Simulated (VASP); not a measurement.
Runs of VASP 6.6.1 on Cs. The structure is that of space group P6_3/mmc (No. 194), or close to it. The cells are those of the table. 

```tsv
task	cell	cutoff (eV)	k mesh for the DOS	occupations for the DOS	gap on the mesh (eV)	pressure (GPa)	relaxed volume (Å³/atom)
relaxation of shape and atoms at fixed volume	relaxed from a = 4.346, b = 4.346, c = 7.040 Å, angles 90.0, 90.0, 120.0°, 2 atoms	600	-	-	none	2.3	-
relaxation of shape and atoms at fixed volume	relaxed from a = 3.796, b = 3.796, c = 6.150 Å, angles 90.0, 90.0, 120.0°, 2 atoms	600	-	-	none	4.8	-
single point	a = 5.153, b = 5.153, c = 8.347 Å, angles 90.0, 90.0, 120.0°, 2 atoms	520	-	-	none	0.0	-
single point	a = 4.975, b = 4.975, c = 8.059 Å, angles 90.0, 90.0, 120.0°, 2 atoms	520	-	-	none	0.3	-
relaxation of cell and atoms	relaxed from a = 5.153, b = 5.153, c = 8.347 Å, angles 90.0, 90.0, 120.0°, 2 atoms	600	-	-	none	0.0	(a)
relaxation of shape and atoms at fixed volume	relaxed from a = 4.783, b = 4.783, c = 7.749 Å, angles 90.0, 90.0, 120.0°, 2 atoms	600	-	-	none	0.7	-
relaxation of shape and atoms at fixed volume	relaxed from a = 4.090, b = 4.090, c = 6.625 Å, angles 90.0, 90.0, 120.0°, 2 atoms	600	-	-	none	3.4	-
relaxation of shape and atoms at fixed volume	relaxed from a = 4.975, b = 4.975, c = 8.059 Å, angles 90.0, 90.0, 120.0°, 2 atoms	600	-	-	none	0.3	86.36
```

Alike in all rows: level LDA; potentials or basis VASP PAW LDA potentials, release 64 (Cs_sv); no spin polarisation; k mesh 9 × 9 × 5; smearing fermi-dirac 0.1 eV.

Task: Estimate the missing entries.

Result: (a) 95.86.

Caveats: spin-orbit coupling is left out, which moves the levels of the heavy elements; the relaxation stopped at its first step, so nothing moved (some runs).

A k mesh can miss the band edges, and the runs leave out spin-orbit coupling on Cs.

A gap of «none» marks levels without a gap at the run's occupations.
